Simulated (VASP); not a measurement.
A run of VASP 6.6.1:

Contents of INCAR:

```
SYSTEM = ScAl3N4
ALGO = Normal
EDIFF = 1E-6
ENCUT = 520
ISIF = 2
ISMEAR = 0
LASPH = .TRUE.
LCHARG = .TRUE.
LELF = .TRUE.
LREAL = .FALSE.
LVHAR = .TRUE.
LWAVE = .FALSE.
NBANDS = 30
NELM = 60
PREC = Accurate
SIGMA = 0.1
```

KPOINTS

```
k-points
0
G
  6 6 6
  0 0 0
```

POSCAR

```
ScAl3N4
1.0
   -3.1834755311      0.0000000000      0.0000000000
    0.0000000000      5.5613359895     -0.0047307662
    1.5917377656     -2.7763766643     -4.9902803000
Sc Al N
1 3 4
Direct
    0.0062781012      0.3370793180      0.0125562024
    0.4997531606      0.8361934318     -0.0004936789
    0.7538934260      0.4168444740      0.5077868520
    0.2464443862      0.9172079564      0.4928887724
    0.8005503410      0.1309696929      0.6011006821
    0.3050551105      0.6418301729      0.6101102210
    0.5672216132      0.2126887309      0.1344432263
    0.0568038613      0.7431862230      0.1136077226
```

Potentials or basis: VASP PAW LDA potentials, release 64 (Sc_sv, Al, N).

Command:

```console
$ cat potpaw_LDA.64/Sc_sv/POTCAR potpaw_LDA.64/Al/POTCAR potpaw_LDA.64/N/POTCAR > POTCAR
$ mpirun -np 1 vasp_std > vasp.out
```

Hardware: 1 thread of Intel(R) Xeon(R) Platinum 8488C (Sapphire Rapids), with other jobs on the host.

Question: Estimate the wall time of this run.

Answer: It took 3.7 min on 1 thread of Intel(R) Xeon(R) Platinum 8488C (Sapphire Rapids), on a shared host, peak memory 0.28 GiB. Counts: scf iterations 14, k points 68.
